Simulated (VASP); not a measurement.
# C (P6_3/mmc) in VASP: notebook, part 2 of 2

VASP 6.6.1. Earlier steps stand in the parts before.

### 3 Single point, HF

The input, POSCAR:

```
C
1.0
    2.5031953710      0.0000000000      0.0000000000
   -1.2515976855      2.1678307819      0.0000000000
    0.0000000000      0.0000000000      4.1688692747
C
4
Direct
    0.3333333333      0.6666666667      0.0002313176
    0.6666666667      0.3333333333      0.5002313176
    0.3333333333      0.6666666667      0.3747686824
    0.6666666667      0.3333333333      0.8747686824
```

The input, INCAR.step1:

```
PREC     = Accurate       # precision mode
ENCUT    = 520            # plane-wave cutoff, eV
EDIFF    = 1E-5           # SCF threshold, eV
ISMEAR   = 0              # smearing method
SIGMA    = 0.01           # smearing width, eV
LREAL    = F              # projectors in reciprocal space
LASPH    = T              # aspherical terms in the spheres
NELM     = 100            # most SCF steps
ALGO     = Normal         # electronic algorithm
ISIF     = 2              # what is computed and relaxed
LWAVE    = T              # write WAVECAR
GGA      = PE             # functional
NBANDS   = 16             # bands
```

The input, INCAR.step2:

```
PREC     = Accurate       # precision mode
ENCUT    = 520            # plane-wave cutoff, eV
EDIFF    = 1E-7           # SCF threshold, eV
ISMEAR   = 0              # smearing method
SIGMA    = 0.01           # smearing width, eV
LREAL    = F              # projectors in reciprocal space
LASPH    = T              # aspherical terms in the spheres
NELM     = 100            # most SCF steps
ALGO     = Normal         # electronic algorithm
ISIF     = 2              # what is computed and relaxed
LWAVE    = F              # write WAVECAR
LCHARG   = T              # write CHGCAR
GGA      = PE             # functional
LHFCALC  = T              # exact exchange
AEXX     = 1.0            # exact-exchange fraction
ALDAC    = 0.0          
AGGAC    = 0.0          
PRECFOCK = Normal       
LELF     = T              # ELF
LVHAR    = T            
ISTART   = 1            
NBANDS   = 16             # bands
```

The input, KPOINTS:

```
Automatic mesh
0
Gamma
  9 9 4
```

Potentials or basis: VASP PAW PBE potentials, release 64 (C).

On the command line:

```sh
> cat potpaw_PBE.64/C/POTCAR > POTCAR
> cp INCAR.step1 INCAR
> mpirun -np 1 vasp_std > vasp.out
> cp INCAR.step2 INCAR
> mpirun -np 1 vasp_std > vasp.out
```

OUTCAR:

```text
PREC = Accurate
   ENCUT = 520
   EDIFF = 1E-7
   ISMEAR = 0
   LREAL = F
   LASPH = T
   NELM = 100
   ISIF = 2
   GGA = PE
   LHFCALC = T
   AEXX = 1.0
   PRECFOCK = Normal
   ISTART = 1

 ion  position               nearest neighbor table
   1  0.333  0.667  0.000-   4 1.54   4 1.54   4 1.54   3 1.56
   2  0.667  0.333  0.500-   3 1.54   3 1.54   3 1.54   4 1.56
   3  0.333  0.667  0.375-   2 1.54   2 1.54   2 1.54   1 1.56
   4  0.667  0.333  0.875-   1 1.54   1 1.54   1 1.54   2 1.56

  LATTYP: Found a hexagonal cell.
 ALAT       =     2.5031953710
 C/A-ratio  =     1.6654190572

  Lattice vectors:

 A1 = (   2.5031953710,   0.0000000000,   0.0000000000)
 A2 = (  -1.2515976855,   2.1678307819,   0.0000000000)
 A3 = (   0.0000000000,   0.0000000000,   4.1688692747)

Analysis of symmetry for initial positions (statically):
=====================================================================
 Subroutine PRICEL returns:
 Original cell was already a primitive cell.

 Routine SETGRP: Setting up the symmetry group for a
 hexagonal supercell.

 Subroutine GETGRP returns: Found 24 space group operations
 (whereof  6 operations were pure point group operations)
 out of a pool of 24 trial point group operations.

The static configuration has the point symmetry C_3v.
 The point group associated with its full space group is D_6h.

Analysis of symmetry for dynamics (positions and initial velocities):
=====================================================================
 Subroutine PRICEL returns:
 Original cell was already a primitive cell.

 Routine SETGRP: Setting up the symmetry group for a
 hexagonal supercell.

 Subroutine GETGRP returns: Found 24 space group operations
 (whereof  6 operations were pure point group operations)
 out of a pool of 24 trial point group operations.

The dynamic configuration has the point symmetry C_3v.
 The point group associated with its full space group is D_6h.

 Subroutine INISYM returns: Found 24 space group operations
 (whereof  6 operations are pure point group operations),
 and found     1 'primitive' translations

----------------------------------------------------------------------------------------

                                     Primitive cell

  volume of cell :      22.6224

  direct lattice vectors                    reciprocal lattice vectors
     2.503195371  0.000000000  0.000000000     0.399489393  0.230645309  0.000000000
    -1.251597685  2.167830782  0.000000000     0.000000000  0.461290617  0.000000000
     0.000000000  0.000000000  4.168869275     0.000000000  0.000000000  0.239873197

  length of vectors
     2.503195371  2.503195371  4.168869275     0.461290617  0.461290617  0.239873197

  position of ions in fractional coordinates (direct lattice)
     0.333333333  0.666666667  0.000231318
     0.666666667  0.333333333  0.500231318
     0.333333333  0.666666667  0.374768682
     0.666666667  0.333333333  0.874768682

  ion indices of the primitive-cell ions
   primitive index   ion index
                 1           1
[... 32 lines left out ...]
  0.000000  0.000000  0.000000      1.000000
  0.111111  0.000000  0.000000      6.000000
  0.222222  0.000000  0.000000      6.000000
  0.333333 -0.000000  0.000000      6.000000
  0.444444  0.000000  0.000000      6.000000
  0.111111  0.111111  0.000000      6.000000
[... 16 lines left out ...]
  0.333333  0.222222  0.250000     24.000000
  0.333333  0.333333  0.250000      4.000000
 [... further k-points ...]
   k-points           NKPTS =     36   k-points in BZ     NKDIM =    324   number of bands    NBANDS=     16
   number of dos      NEDOS =    301   number of ions     NIONS =      4
   total plane-waves  NPLWV =  12800
   dimension x,y,z NGX =    20 NGY =   20 NGZ =   32
   dimension x,y,z NGXF=    40 NGYF=   40 NGZF=   64
   ions per type =               4
   NGX,Y,Z   is equivalent  to a cutoff of  13.28, 13.28, 12.76 a.u.
   NGXF,Y,Z  is equivalent  to a cutoff of  26.57, 26.57, 25.52 a.u.
 SYSTEM =  unknown system
   PREC   = accura    normal or accurate (medium, high low for compatibility)
   ISTART =      1    job   : 0-new  1-cont  2-samecut
   ICHARG =      0    charge: 1-file 2-atom 10-const
   ISPIN  =      1    spin polarized calculation?
   LNONCOLLINEAR =      F non collinear calculations
   LSORBIT =      F    spin-orbit coupling
   LASPH  =      T    aspherical Exc in radial PAW
   ENCUT  =  520.0 eV  38.22 Ry    6.18 a.u.   4.65  4.65  7.75*2*pi/ulx,y,z
   NELM   =    100;   NELMIN=  2; NELMDL=  0     # of ELM steps
   EDIFF  = 0.1E-06   stopping-criterion for ELM
   LREAL  =      F    real-space projection
   EDIFFG = 0.1E-05   stopping-criterion for IOM
   NSW    =      0    number of steps for IOM
   IBRION =     -1    ionic relax: 0-MD 1-quasi-New 2-CG
   NFREE  =      0    steps in history (QN), initial steepest desc. (CG)
   ISIF   =      2    stress and relaxation
   ISYM   =      3    0-nonsym 1-usesym 2-fastsym
   POTIM  = 0.5000    time-step for ionic-motion
   TEBEG  =    0.0;   TEEND  =   0.0 temperature during run
   PSTRESS=    0.0 pullay stress
   NELECT =      16.0000    total number of electrons
   NUPDOWN=      -1.0000    fix difference up-down
   EMIN   =  10.00;   EMAX   =-10.00  energy-range for DOS
   EFERMI =   0.00;   METHOD = LEGACY
   ISMEAR =     0;   SIGMA  =   0.01  broadening in eV -4-tet -1-fermi 0-gaus
   EFERMI_NEDOS =   21; number of points for ismear=-14 and -15
   IALGO  =     38    algorithm
   IMIX   =      1    mixing-type and parameters
     AMIX     =   0.40;   BMIX     =  1.00
     AMIX_MAG =   1.60;   BMIX_MAG =  1.00
  volume/ion in A,a.u.               =       5.66        38.17
  Fermi-wavevector in a.u.,A,eV,Ry     =   1.458597  2.756349 28.946471  2.127506
  Thomas-Fermi vector in A             =   2.575263
   LORBIT       =      0    0 simple, 1 ext, 2 COOP (PROOUT), +10 PAW based schemes
   GGA     = PE    functional components
   LHFCALC =     T    Hartree Fock is set to
   PRECFOCK=normal    Normal, Fast or Accurate (Low or Medium for compatibility)
   ENCUT4O =  -1.0   cutoff for four orbital integrals eV
   NKREDX  =     1    reduce k-point grid by
   NKREDY  =     1    reduce k-point grid by
   NKREDZ  =     1    reduce k-point grid by
   AEXX    =    1.0000 exact exchange contribution
   HFSCREEN=    0.0000 screening length (either q_TF or 0.3 A-1)
   HFSCREENC=   0.0000 screening length for correlation (either q_TF or 0.3 A-1)
   ENCUTFOCK=  -1.0 apply spherical cutoff to Coloumb kernel
   IVDW    =     0    specifies the selected vdW correction
   LEPSILON=     F    determine dielectric tensor
   LRPA    =     F    only Hartree local field effects (RPA)
 non-spin polarized calculation
 Gauss-broadening in eV      SIGMA  =   0.01
  energy-cutoff  :      520.00
  volume of cell :       22.62
 maximum number of plane-waves:       624
 NGX is ok and might be reduce to    20
  NGX = 14; NGY = 14; NGZ = 24

 number of electron      16.0000000 magnetization

 Free energy of the ion-electron system (eV)
  ---------------------------------------------------
  ext. energy  EPLUGINS =         0.00000000
  ---------------------------------------------------
  free energy    TOTEN  =       -61.11773499 eV

  energy without entropy =      -61.11773499  energy(sigma->0) =      -61.11773499

 E-fermi :   7.3558     XC(G=0):   0.0000

 val. band max:        7.2675229538   @ k =   0.0000   0.0000   0.0000
 cond. band min:      18.7854633464   @ k =   0.3333   0.3333   0.0000
 fundamental gap:     11.5179403926
 Fermi energy:         7.3557526930

 k-point     1 :       0.0000    0.0000    0.0000
  band No.  band energies     occupation
      1     -22.4368      2.00000
      2     -15.3217      2.00000
      3     -11.0190      2.00000
      4       3.2050      2.00000
      5       3.2050      2.00000
      6       6.7806      2.00000
[... 433 lines left out ...]
      3      -8.2549      2.00000
      4      -8.2549      2.00000
      5      -6.6091      2.00000
      6      -3.0302      2.00000
[... 8 lines left out ...]
     15      35.1558      0.00000
     16      35.1558      0.00000

 [... further k-points ...]
[... 5 lines left out ...]
  --------------------------------------------------------------------------------------
  -------------------------------------------------------------------------------------
  Total       -0.3119125     -0.3119125     -0.6112813      0.0000000     -0.0000000      0.0000000
  in kB      -22.0904718    -22.0904718    -43.2925595      0.0000000     -0.0000000      0.0000000
  external PRESSURE =     -29.1578344 kB  Pullay stress =       0.0000000 kB

 VOLUME and BASIS-vectors are now :
 -----------------------------------------------------------------------------
  energy-cutoff  :      520.00
  volume of cell :       22.62
      direct lattice vectors                 reciprocal lattice vectors
     2.503195371  0.000000000  0.000000000     0.399489393  0.230645309  0.000000000
    -1.251597685  2.167830782  0.000000000     0.000000000  0.461290617  0.000000000
     0.000000000  0.000000000  4.168869275     0.000000000  0.000000000  0.239873197

 POSITION                                       TOTAL-FORCE (eV/Angst)
 -----------------------------------------------------------------------------------
     -0.00000      1.44522      0.00096        -0.000000      0.000000     -0.047373
      1.25160      0.72261      2.08540         0.000000     -0.000000     -0.047373
     -0.00000      1.44522      1.56236        -0.000000      0.000000      0.047373
      1.25160      0.72261      3.64680         0.000000     -0.000000      0.047373
 -----------------------------------------------------------------------------------
    total drift:                                0.000000      0.000000      0.000000

  FREE ENERGIE OF THE ION-ELECTRON SYSTEM (eV)
  ---------------------------------------------------
  free  energy   TOTEN  =       -61.1177349856 eV

  energy  without entropy=      -61.1177349856  energy(sigma->0) =      -61.11773499
```

Wall time 61 min (1 thread of Oxide Virtual Turin-like, shared host); peak memory 0.11 GiB.

What came out:

```yaml
Free_energy: -61.1177 eV
Pressure: -2.9 GPa
Largest_force: 0.047 eV/Å
Band_gap_on_the_k_mesh: 11.52 eV (least direct gap 14.07 eV)
```

Forces on the atoms (eV/Å):
```
C    0.000  0.000 -0.047
C    0.000  0.000 -0.047
C    0.000  0.000  0.047
C    0.000  0.000  0.047
```

Levels at points of the mesh, in eV from the valence-band top:
| k point | band 4 | band 5 | band 6 | band 7 | band 8 | band 9 | band 10 | band 11 | band 12 | band 13 |
| --- | --- | --- | --- | --- | --- | --- | --- | --- | --- | --- |
| (0.00, 0.00, 0.00) | -4.06 | -4.06 | -0.49 | 0.00 | 0.00 | 14.07 | 14.07 | 14.54 | 17.81 | 19.92 |
| (0.00, 0.00, 0.50) | -9.39 | -2.40 | -2.40 | -2.40 | -2.40 | 16.93 | 16.93 | 16.93 | 16.93 | 17.28 |

Caveat: the PAW data sets were made with another functional, which shifts forces and pressure a little; an odd mesh through Γ misses points on the zone boundary, where band edges can lie.
